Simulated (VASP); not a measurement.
Wanted: the native input for a VASP 6.6.1 run.

```yaml
Task: single point
Functional: PBE
Potentials_or_basis: VASP PAW PBE potentials, release 64 (Cu)
Cutoff: 520 eV
k_mesh: 12 × 12 × 7
Occupations: gaussian, width 0.015 eV
Spin: no spin polarisation
Dipole_correction: no
Further_INCAR_settings: ALGO = Normal; EDIFF = 1e-06; NBANDS = 18
```

The structure of Cu lies in POSCAR:

```
Cu
1.0
    2.5340966698      0.0000000000      0.0000000000
   -1.2670483349      2.1945920917      0.0000000000
    0.0000000000      0.0000000000      4.1125710000
Cu
2
Direct
    0.6666666667      0.3333333333      0.7500000000
    0.3333333333      0.6666666667      0.2500000000
```

These files were run (other wordings do the same):

INCAR

```
SYSTEM = Cu
PREC = Accurate
ENCUT = 520
EDIFF = 1E-6
ISMEAR = 0
SIGMA = 0.015
LREAL = .False.
LASPH = .True.
NELM = 100
ALGO = Normal
ISIF = 2
LWAVE = .False.
LCHARG = .False.
GGA = PE
NBANDS = 18
```

KPOINTS

```
regular mesh
0
Gamma
  12 12 7
  0 0 0
```

Potentials or basis: VASP PAW PBE potentials, release 64 (Cu).

Command:

```bash
$ cat potpaw_PBE.64/Cu/POTCAR > POTCAR
$ mpirun -np 1 vasp_std > vasp.out
```

It gave:

| Property | Result |
| --- | --- |
| Pressure | 7.9 GPa |
| Band gap on the k mesh | zero (band 11 reaches 12.04 eV, above the bottom of band 12 at 6.07 eV) |

Wall time 13 s on 1 thread of AMD EPYC 9R45 96-Core Processor (Zen 5) (shared host), peak memory 0.12 GiB.
